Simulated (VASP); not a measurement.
A run of VASP 6.6.1:

INCAR

```
SYSTEM = BiPt
PREC = Accurate
ENCUT = 600
EDIFF = 1E-7
ISMEAR = 0
SIGMA = 0.1
LREAL = .False.
LASPH = .True.
NELM = 80
ALGO = Fast
ISIF = 4
LWAVE = .False.
LCHARG = .False.
GGA = PS
IBRION = 2
NSW = 50
EDIFFG = -0.01
```

File KPOINTS:

```
regular mesh
0
Gamma
  12 12 8
  0 0 0
```

File POSCAR:

```
BiPt
1.0
    4.1622266129      0.0000000000      0.0000000000
   -2.0811133065      3.6045939831      0.0000000000
    0.0000000000      0.0000000000      5.3035511776
Bi Pt
2 2
Direct
    0.3333333333      0.6666666667      0.2500000000
    0.6666666667      0.3333333333      0.7500000000
    0.0000000000      0.0000000000      0.0000000000
    0.0000000000      0.0000000000      0.5000000000
```

Potentials or basis: VASP PAW PBE potentials, release 64 (Bi_d, Pt).

The run is started by

```console
$ cat potpaw_PBE.64/Bi_d/POTCAR potpaw_PBE.64/Pt/POTCAR > POTCAR
$ mpirun -np 1 vasp_std > vasp.out
```

Hardware: 1 thread of Intel Xeon 8259CL (shared host).

Problem. Estimate the wall time of this run.

Solution. It took 8.3 min on 1 thread of Intel Xeon 8259CL, with other jobs on the host, peak memory 0.41 GiB. Counts: scf iterations 24, k points 95, ion steps 2.
